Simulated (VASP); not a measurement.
# Cr in VASP: single point with PBE

Aim: the single point of Cr with PBE.

Program: VASP 6.6.1. These are calculated values, not measurements. Logs are shortened: lines on timing, memory, paths and dates and some standing lists are left out, and cuts for length are marked.

## (1) The cell of the first run

The cell holds a slab with vacuum, 5 atoms: a = 2.467 Å, b = 2.467 Å, c = 24.057 Å, α = 90.00°, β = 90.00°, γ = 109.47°.

## (2) Single point, PBE, collinear spin, ferromagnetic start

The input, INCAR:

```
SYSTEM = Cr
PREC     = Accurate       ! precision mode
ENCUT    = 520            ! plane-wave cutoff, eV
EDIFF    = 1E-7           ! SCF threshold, eV
ISMEAR   = -1             ! smearing method
SIGMA    = 0.05           ! smearing width, eV
LREAL    = .FALSE.        ! projectors in reciprocal space
LASPH    = .TRUE.         ! aspherical terms in the spheres
NELM     = 150            ! most SCF steps
ALGO     = Normal         ! electronic algorithm
ISIF     = 2              ! what is computed and relaxed
LWAVE    = .FALSE.        ! write WAVECAR
LCHARG   = .FALSE.        ! write CHGCAR
ISPIN    = 2              ! spin polarisation
MAGMOM   = 2 2 2 2 2      ! initial moments
LORBIT   = 11             ! projections on sites
LMAXMIX  = 4              ! l up to which the mixer works
LDIPOL   = .TRUE.       
IDIPOL   = 3            
DIPOL    = 0.5 0.5 0.500
GGA      = PE             ! functional
NBANDS   = 42             ! bands
```

The input, KPOINTS:

```
Automatic mesh
0
G
  14 14 1
  0 0 0
```

The input, POSCAR:

```
Cr
1.0
    2.4668230356      0.0000000000      0.0000000000
   -0.8222743452      2.3257430620      0.0000000000
    0.0000000000      0.0000000000     24.0566000000
Cr
5
Direct
    0.0000000000      0.0000000000      0.3361177890
    0.5000000000      0.5000000000      0.4158077248
    0.0000000000      0.0000000000      0.4999999991
    0.5000000000      0.5000000000      0.5841922693
    0.0000000000      0.0000000000      0.6638822177
```

Potentials or basis: VASP PAW PBE potentials, release 64 (Cr_pv).

The run is started by

```bash
$ cat potpaw_PBE.64/Cr_pv/POTCAR > POTCAR
$ mpirun -np 1 vasp_std > vasp.out
```

OUTCAR:

```text
SYSTEM = Cr
   PREC = Accurate
   ENCUT = 520
   EDIFF = 1E-7
   ISMEAR = -1
   LREAL = .FALSE.
   LASPH = .TRUE.
   NELM = 150
   ISIF = 2
   ISPIN = 2
   LORBIT = 11
   GGA = PE

 ion  position               nearest neighbor table
   1  0.000  0.000  0.336-   2 2.39   2 2.39   2 2.78   2 2.78
   2  0.500  0.500  0.416-   1 2.39   1 2.39   3 2.48   3 2.48   1 2.78   1 2.78   3 2.86   3 2.86

   3  0.000  0.000  0.500-   4 2.48   4 2.48   2 2.48   2 2.48   4 2.86   4 2.86   2 2.86   2 2.86

   4  0.500  0.500  0.584-   5 2.39   5 2.39   3 2.48   3 2.48   5 2.78   5 2.78   3 2.86   3 2.86

   5  0.000  0.000  0.664-   4 2.39   4 2.39   4 2.78   4 2.78

  LATTYP: Found a base centered orthorhombic cell.
 ALAT       =     2.8484418873
 B/A-ratio  =     1.4142135624
 C/A-ratio  =     8.4455295040

  Lattice vectors:

 A1 = (   2.4668230356,   0.0000000000,   0.0000000000)
 A2 = (  -0.8222743452,   2.3257430620,   0.0000000000)
 A3 = (   0.0000000000,   0.0000000000,  24.0566000000)

Analysis of symmetry for initial positions (statically):
=====================================================================
 Subroutine PRICEL returns:
 Original cell was already a primitive cell.

 Routine SETGRP: Setting up the symmetry group for a
 base centered orthorhombic supercell.

 Subroutine GETGRP returns: Found  8 space group operations
 (whereof  8 operations were pure point group operations)
 out of a pool of  8 trial point group operations.

The static configuration has the point symmetry D_2h.

Analysis of symmetry for dynamics (positions and initial velocities):
=====================================================================
 Subroutine PRICEL returns:
 Original cell was already a primitive cell.

 Routine SETGRP: Setting up the symmetry group for a
 base centered orthorhombic supercell.

 Subroutine GETGRP returns: Found  8 space group operations
 (whereof  8 operations were pure point group operations)
 out of a pool of  8 trial point group operations.

The dynamic configuration has the point symmetry D_2h.

Analysis of structural, dynamic, and magnetic symmetry:
=====================================================================
 Subroutine PRICEL returns:
 Original cell was already a primitive cell.

 Routine SETGRP: Setting up the symmetry group for a
 base centered orthorhombic supercell.

 Subroutine GETGRP returns: Found  8 space group operations
 (whereof  8 operations were pure point group operations)
 out of a pool of  8 trial point group operations.

[... 148 lines left out ...]

 dipolmoment           0.000000      0.000000      0.000000 electrons x Angstroem

 Free energy of the ion-electron system (eV)
  ---------------------------------------------------
  ext. energy  EPLUGINS =         0.00000000
  ---------------------------------------------------
  free energy    TOTEN  =       -45.26667882 eV

  energy without entropy =      -45.22791554  energy(sigma->0) =      -45.24729718

 E-fermi :   1.9399     XC(G=0):  -6.5604

 val. band max:        1.9282115463   @ k =  -0.2857   0.2857   0.0000
 cond. band min:       1.9432550010   @ k =  -0.2143   0.0714   0.0000
 fundamental gap:      0.0150434547
 Fermi energy:         1.9399269082

 spin component 1

 k-point     1 :       0.0000    0.0000    0.0000
  band No.  band energies     occupation
      1     -41.6739      1.00000
      2     -41.5195      1.00000
      3     -41.2077      1.00000
      4     -41.0992      1.00000
      5     -41.0461      1.00000
      6     -40.9289      1.00000
[... 1069 lines left out ...]
     41       3.9906      0.00000
     42       4.1681      0.00000

 [... further k-points ...]

 spin component 2

 k-point     1 :       0.0000    0.0000    0.0000
  band No.  band energies     occupation
      1     -41.6739      1.00000
      2     -41.5196      1.00000
      3     -41.2077      1.00000
      4     -41.0992      1.00000
      5     -41.0462      1.00000
      6     -40.9290      1.00000
[... 1069 lines left out ...]
     41       3.9906      0.00000
     42       4.1681      0.00000

 [... further k-points ...]

------------------------ aborting loop because EDIFF is reached ----------------------------------------

 vacuum level on the upper side and lower side of the slab       (xc-potential included)         0.000         0.000

  FORCE on cell =-STRESS in cart. coord.  units (eV):
  Direction    XX          YY          ZZ          XY          YZ          ZX
  --------------------------------------------------------------------------------------
  -------------------------------------------------------------------------------------
  Total       -1.6492633     -1.7592843     -0.1013623     -0.1555932      0.0000000      0.0000000
  in kB      -19.1454954    -20.4226754     -1.1766656     -1.8062053      0.0000000      0.0000000
  external PRESSURE =     -13.5816121 kB  Pullay stress =       0.0000000 kB

 VOLUME and BASIS-vectors are now :
 -----------------------------------------------------------------------------
  energy-cutoff  :      520.00
  volume of cell :      138.02
      direct lattice vectors                 reciprocal lattice vectors
     2.466823036  0.000000000  0.000000000     0.405379707  0.143323370  0.000000000
    -0.822274345  2.325743062  0.000000000     0.000000000  0.429970110  0.000000000
     0.000000000  0.000000000 24.056600000     0.000000000  0.000000000  0.041568634

 POSITION                                       TOTAL-FORCE (eV/Angst)
 -----------------------------------------------------------------------------------
      0.00000      0.00000      8.08585         0.000000      0.000000      0.004521
      0.82227      1.16287     10.00292         0.000000     -0.000000      0.008633
      0.00000      0.00000     12.02830        -0.000000      0.000000      0.000000
      0.82227      1.16287     14.05368        -0.000000      0.000000     -0.008633
      0.00000      0.00000     15.97075        -0.000000     -0.000000     -0.004521
 -----------------------------------------------------------------------------------
    total drift:                                0.000000      0.000000      0.000006

  FREE ENERGIE OF THE ION-ELECTRON SYSTEM (eV)
  ---------------------------------------------------
  free  energy   TOTEN  =       -45.2666788226 eV

  energy  without entropy=      -45.2279155422  energy(sigma->0) =      -45.24729718

 vacuum level on the upper side and lower side of the slab         6.698         6.698

 total charge

# of ion       s       p       d       tot
------------------------------------------
    1        0.439   6.301   4.209  10.949
    2        0.447   6.415   4.242  11.105
    3        0.436   6.396   4.215  11.047
    4        0.447   6.415   4.242  11.105
    5        0.439   6.301   4.209  10.949
--------------------------------------------------
tot          2.209  31.828  21.117  55.154

 magnetization (x)

# of ion       s       p       d       tot
------------------------------------------
    1       -0.000  -0.000   0.000  -0.000
    2       -0.000   0.000  -0.000  -0.000
    3        0.000   0.000   0.000   0.000
    4       -0.000   0.000  -0.000  -0.000
    5       -0.000  -0.000   0.000  -0.000
--------------------------------------------------
tot         -0.000  -0.000  -0.000  -0.000
```

OSZICAR:

```text
N       E                     dE             d eps       ncg     rms          rms(c)
DAV:   1     0.738374367199E+03    0.73837E+03   -0.37260E+04 10744   0.151E+03
DAV:   2    -0.171384784597E+02   -0.75551E+03   -0.73014E+03  9664   0.475E+02
DAV:   3    -0.499915264960E+02   -0.32853E+02   -0.31616E+02 11792   0.122E+02
[... 36 lines left out ...]
DAV:  40    -0.452665820361E+02   -0.37293E-04   -0.31026E-05 10526   0.189E-02    0.583E-03
DAV:  41    -0.452666604014E+02   -0.78365E-04   -0.86034E-06  9872   0.992E-03    0.412E-03
DAV:  42    -0.452666733260E+02   -0.12925E-04   -0.65214E-06  9022   0.732E-03    0.294E-03
DAV:  43    -0.452666784604E+02   -0.51344E-05   -0.47521E-06  9764   0.106E-02    0.301E-03
DAV:  44    -0.452666788552E+02   -0.39480E-06   -0.29161E-06  9262   0.902E-03    0.185E-03
DAV:  45    -0.452666788226E+02    0.32660E-07   -0.41919E-07  7380   0.354E-03
   1 F= -.45266679E+02 E0= -.45247297E+02  d E =-.387633E-01  mag=     0.0003
```

Wall time 47 min (1 thread of Oxide Virtual Turin-like, shared host); peak memory 0.53 GiB.

Results:

```
Free energy                                           : -45.2667 eV
Largest force                                         : 0.009 eV/Å
Band gap on the k mesh                                : zero (filled and empty bands overlap)
Net moment                                            : 0.00 μB per cell
Valence electrons inside the program's atomic spheres : Cr 10.95, 11.11, 11.05 (each value once)
```

Forces on the atoms (eV/Å):
```
Cr   0.000  0.000  0.005
Cr   0.000  0.000  0.009
Cr   0.000  0.000  0.000
Cr   0.000  0.000 -0.009
Cr   0.000  0.000 -0.005
```
